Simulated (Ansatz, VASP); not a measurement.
## Hf3SiC in VASP and in Ansatz

```
CELL_PARAMETERS angstrom
6.12190 0.00000 0.00000
-3.06095 5.30172 0.00000
0.00000 0.00000 5.23859
ATOMIC_POSITIONS crystal
Hf 0.83155 0.66310 0.75000
Hf 0.33690 0.16845 0.75000
Hf 0.83155 0.16845 0.75000
Hf 0.16845 0.33690 0.25000
Hf 0.66310 0.83155 0.25000
Hf 0.16845 0.83155 0.25000
Si 0.33333 0.66667 0.75000
Si 0.66667 0.33333 0.25000
C 0.00000 0.00000 0.00000
C 0.00000 0.00000 0.50000
```

Alike in both runs: functional PBE; k mesh 3 × 3 × 4; occupations gaussian, width 0.1 eV; no spin polarisation.

Ansatz relaxed the structure, and its values are those at the end. VASP's run is a single point on that final structure, the one shown.

|  | VASP | Ansatz |
| --- | --- | --- |
| version | VASP 6.6.1 | Ansatz 0.2.0 |
| potentials or method | VASP PAW PBE potentials, release 64 (Hf_pv, Si, C), cutoff 520 eV | scalar-relativistic, plane waves, PAW |
| valence electrons in the cell | 76 | 172 |

|  | VASP | Ansatz | Ansatz less VASP |
| --- | --- | --- | --- |
| gap on the k mesh at the Fermi level (eV) | none | none | - |
| pressure (GPa) | -0.3 | 0.2 | +0.50 |
| rms of the force components (eV/Å) | 0.034 | 0.001 | -0.0339 |

A gap of «none» marks a metal or a gap that the smearing closes. VASP's potentials hold 76 valence electrons a cell and Ansatz's 172, so a difference there can come from the potentials and not from the codes.

The k mesh is coarse, so the values compare programs but aren't converged. Spin-orbit coupling is off throughout.
